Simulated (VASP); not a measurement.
# Ti (Pm-3m) in VASP: single point with LDA

Aim: the single point of Ti with LDA.

Program: VASP 6.6.1. These are calculated values, not measurements. Logs are shortened: lines on timing, memory, paths and dates and some standing lists are left out, and cuts for length are marked.

## (1) The cell of the first run

The structure is cubic, space group Pm-3m (No. 221). The conventional cell has a = 2.562 Å, b = 2.562 Å, c = 2.562 Å, α = 90.00°, β = 90.00°, γ = 90.00°. Within 3.4 Å of Ti (site symmetry m-3m) lie 6 Ti at 2.56 Å.

## (2) Single point, LDA

INCAR

```
SYSTEM = Ti
ALGO = Normal ; EDIFF = 1E-6
ENCUT = 520 ; ISIF = 2
ISMEAR = -1 ; LASPH = .True.
LCHARG = .True. ; LELF = .True.
LREAL = .False. ; LVHAR = .True.
LWAVE = .False. ; NBANDS = 12
NELM = 60 ; PREC = Accurate
SIGMA = 0.13605693000000002
```

KPOINTS

```
k-points
0
Gamma
  13 13 13
  0 0 0
```

POSCAR

```
Ti
1.0
    2.5623773489      0.0000000000      0.0000000000
    0.0000000000      2.5623773489      0.0000000000
    0.0000000000      0.0000000000      2.5623773489
Ti
1
Direct
    0.0000000000      0.0000000000      0.0000000000
```

Potentials or basis: VASP PAW LDA potentials, release 64 (Ti_sv).

Started as:

```console
> cat potpaw_LDA.64/Ti_sv/POTCAR > POTCAR
> mpirun -np 1 vasp_std > vasp.out
```

OUTCAR:

```text
SYSTEM = Ti
   EDIFF = 1E-6
   ENCUT = 520
   ISIF = 2
   ISMEAR = -1
   LASPH = .True.
   LREAL = .False.
   NELM = 60
   PREC = Accurate

 ion  position               nearest neighbor table
   1  0.000  0.000  0.000-

  LATTYP: Found a simple cubic cell.
 ALAT       =     2.5623773489

  Lattice vectors:

 A1 = (   2.5623773489,   0.0000000000,   0.0000000000)
 A2 = (   0.0000000000,   2.5623773489,   0.0000000000)
 A3 = (   0.0000000000,   0.0000000000,   2.5623773489)

Analysis of symmetry for initial positions (statically):
=====================================================================
 Subroutine PRICEL returns:
 Original cell was already a primitive cell.

 Routine SETGRP: Setting up the symmetry group for a
 simple cubic supercell.

 Subroutine GETGRP returns: Found 48 space group operations
 (whereof 48 operations were pure point group operations)
 out of a pool of 48 trial point group operations.

The static configuration has the point symmetry O_h .

Analysis of symmetry for dynamics (positions and initial velocities):
=====================================================================
 Subroutine PRICEL returns:
 Original cell was already a primitive cell.

 Routine SETGRP: Setting up the symmetry group for a
 simple cubic supercell.

 Subroutine GETGRP returns: Found 48 space group operations
 (whereof 48 operations were pure point group operations)
 out of a pool of 48 trial point group operations.

The dynamic configuration has the point symmetry O_h .

 Subroutine INISYM returns: Found 48 space group operations
 (whereof 48 operations are pure point group operations),
 and found     1 'primitive' translations

----------------------------------------------------------------------------------------

                                     Primitive cell

  volume of cell :      16.8240

  direct lattice vectors                    reciprocal lattice vectors
     2.562377349  0.000000000  0.000000000     0.390262582  0.000000000  0.000000000
     0.000000000  2.562377349  0.000000000     0.000000000  0.390262582  0.000000000
     0.000000000  0.000000000  2.562377349     0.000000000  0.000000000  0.390262582

  length of vectors
     2.562377349  2.562377349  2.562377349     0.390262582  0.390262582  0.390262582

  position of ions in fractional coordinates (direct lattice)
     0.000000000  0.000000000  0.000000000

  ion indices of the primitive-cell ions
   primitive index   ion index
                 1           1

----------------------------------------------------------------------------------------

 KPOINTS: k-points

[... 73 lines left out ...]
   ISIF   =      2    stress and relaxation
   ISYM   =      2    0-nonsym 1-usesym 2-fastsym
   POTIM  = 0.5000    time-step for ionic-motion
   TEBEG  =    0.0;   TEEND  =   0.0 temperature during run
   PSTRESS=    0.0 pullay stress
   NELECT =      12.0000    total number of electrons
   NUPDOWN=      -1.0000    fix difference up-down
   EMIN   =  10.00;   EMAX   =-10.00  energy-range for DOS
   EFERMI =   0.00;   METHOD = LEGACY
   ISMEAR =    -1;   SIGMA  =   0.14  broadening in eV -4-tet -1-fermi 0-gaus
   EFERMI_NEDOS =   21; number of points for ismear=-14 and -15
   IALGO  =     38    algorithm
   IMIX   =      4    mixing-type and parameters
     AMIX     =   0.40;   BMIX     =  1.00
     AMIX_MAG =   1.60;   BMIX_MAG =  1.00
  volume/ion in A,a.u.               =      16.82       113.53
  Fermi-wavevector in a.u.,A,eV,Ry     =   1.462712  2.764125 29.110024  2.139526
  Thomas-Fermi vector in A             =   2.578893
   LORBIT       =      0    0 simple, 1 ext, 2 COOP (PROOUT), +10 PAW based schemes
   GGA     = CA    functional components
   LHFCALC =     F    Hartree Fock is set to
   AEXX    =    0.0000 exact exchange contribution
   IVDW    =     0    specifies the selected vdW correction
   LEPSILON=     F    determine dielectric tensor
   LRPA    =     F    only Hartree local field effects (RPA)
 non-spin polarized calculation
  energy-cutoff  :      520.00
  volume of cell :       16.82
 maximum number of plane-waves:       466
 NGX is ok and might be reduce to    20
   NGX =  9   NGY =  9   NGZ =  9

 number of electron      12.0000009 magnetization

 Free energy of the ion-electron system (eV)
  ---------------------------------------------------
  ext. energy  EPLUGINS =         0.00000000
  ---------------------------------------------------
  free energy    TOTEN  =        -7.81955308 eV

  energy without entropy =       -7.69691011  energy(sigma->0) =       -7.75823160

 E-fermi :   8.2256     XC(G=0): -11.8297

 val. band max:        8.2241822415   @ k =   0.3077   0.0769   0.0000
 cond. band min:       8.2406338251   @ k =   0.2308   0.1538   0.1538
 fundamental gap:      0.0164515836
 Fermi energy:         8.2256329857

 k-point     1 :       0.0000    0.0000    0.0000
  band No.  band energies     occupation
      1     -47.5801      2.00000
      2     -23.5838      2.00000
      3     -23.5838      2.00000
      4     -23.5838      2.00000
      5       2.4095      2.00000
      6       6.7320      1.99997
      7       6.7320      1.99997
      8      12.4967      0.00000
      9      12.4967      0.00000
     10      12.4967      0.00000
     11      24.8810      0.00000
     12      24.8810      0.00000
[... 331 lines left out ...]
 k-point    24 :       0.3846    0.3077    0.0000
  band No.  band energies     occupation
      1     -47.3062      2.00000
      2     -24.4794      2.00000
      3     -24.2368      2.00000
      4     -23.4261      2.00000
      5       5.8988      2.00000
      6       7.6041      1.97946
      7      10.2640      0.00000
      8      10.8996      0.00000
      9      11.3484      0.00000
     10      11.6377      0.00000
     11      17.1408      0.00000
     12      21.7807      0.00000

 [... further k-points ...]
[... 5 lines left out ...]
  --------------------------------------------------------------------------------------
  -------------------------------------------------------------------------------------
  Total       -0.0384617     -0.0384617     -0.0384617     -0.0000000      0.0000000     -0.0000000
  in kB       -3.6627739     -3.6627739     -3.6627739     -0.0000000      0.0000000     -0.0000000
  external PRESSURE =      -3.6627739 kB  Pullay stress =       0.0000000 kB

 VOLUME and BASIS-vectors are now :
 -----------------------------------------------------------------------------
  energy-cutoff  :      520.00
  volume of cell :       16.82
      direct lattice vectors                 reciprocal lattice vectors
     2.562377349  0.000000000  0.000000000     0.390262582  0.000000000  0.000000000
     0.000000000  2.562377349  0.000000000     0.000000000  0.390262582  0.000000000
     0.000000000  0.000000000  2.562377349     0.000000000  0.000000000  0.390262582

 POSITION                                       TOTAL-FORCE (eV/Angst)
 -----------------------------------------------------------------------------------
      0.00000      0.00000      0.00000         0.000000      0.000000      0.000000
 -----------------------------------------------------------------------------------
    total drift:                                0.000000      0.000000      0.000000

  FREE ENERGIE OF THE ION-ELECTRON SYSTEM (eV)
  ---------------------------------------------------
  free  energy   TOTEN  =        -7.8195530845 eV

  energy  without entropy=       -7.6969101108  energy(sigma->0) =       -7.75823160
```

OSZICAR:

```text
N       E                     dE             d eps       ncg     rms          rms(c)
DAV:   1     0.861584972963E+02    0.86158E+02   -0.67192E+03  2024   0.121E+03
DAV:   2    -0.410272007652E+01   -0.90261E+02   -0.87487E+02  2044   0.292E+02
DAV:   3    -0.833359131271E+01   -0.42309E+01   -0.41087E+01  2812   0.642E+01
DAV:   4    -0.840972226732E+01   -0.76131E-01   -0.75871E-01  2252   0.768E+00
DAV:   5    -0.841144742837E+01   -0.17252E-02   -0.17249E-02  2476   0.981E-01    0.814E+00
DAV:   6    -0.780574029704E+01    0.60571E+00   -0.14621E+00  2152   0.164E+01    0.245E+00
DAV:   7    -0.780789470870E+01   -0.21544E-02   -0.57964E-02  2472   0.231E+00    0.135E+00
DAV:   8    -0.781959577607E+01   -0.11701E-01   -0.39577E-02  2220   0.226E+00    0.778E-02
DAV:   9    -0.781955848424E+01    0.37292E-04   -0.23071E-03  2408   0.530E-01    0.899E-02
DAV:  10    -0.781956630646E+01   -0.78222E-05   -0.27906E-04  2176   0.171E-01    0.237E-02
DAV:  11    -0.781955315044E+01    0.13156E-04   -0.16383E-05  2372   0.570E-02    0.118E-02
DAV:  12    -0.781955308446E+01    0.65985E-07   -0.36887E-06  2084   0.208E-02
   1 F= -.78195531E+01 E0= -.77582316E+01  d E =-.122643E+00
```

stdout:

```text
POSCAR found type information on POSCAR Ti
 POSCAR found :  1 types and       1 ions
 scaLAPACK will be used
 LDA part: xc-table for (Slater(with rela. corr.)+CA(PZ))
 , standard interpolation
 POSCAR, INCAR and KPOINTS ok, starting setup
 FFT: planning ... GRIDC
 FFT: planning ... GRID_SOFT
 FFT: planning ... GRID
 WAVECAR not read
 entering main loop
```

It took 16 s on 1 thread of Intel Xeon Platinum 8259CL at 2.50GHz (Skylake/Cascade Lake), shared host; peak memory 0.13 GiB.

What came out:

| Item | Value |
| --- | --- |
| Free energy | -7.8196 eV |
| Pressure | -0.4 GPa |
| Band gap on the k mesh | zero (band 6 reaches 8.98 eV, above the bottom of band 7 at 6.73 eV) |

Levels at points of the mesh, in eV from the Fermi level:
| k point | band 2 | band 3 | band 4 | band 5 | band 6 | band 7 | band 8 | band 9 | band 10 | band 11 |
| --- | --- | --- | --- | --- | --- | --- | --- | --- | --- | --- |
| (0.00, 0.00, 0.00) | -31.81 | -31.81 | -31.81 | -5.82 | -1.49 | -1.49 | 4.27 | 4.27 | 4.27 | 16.66 |
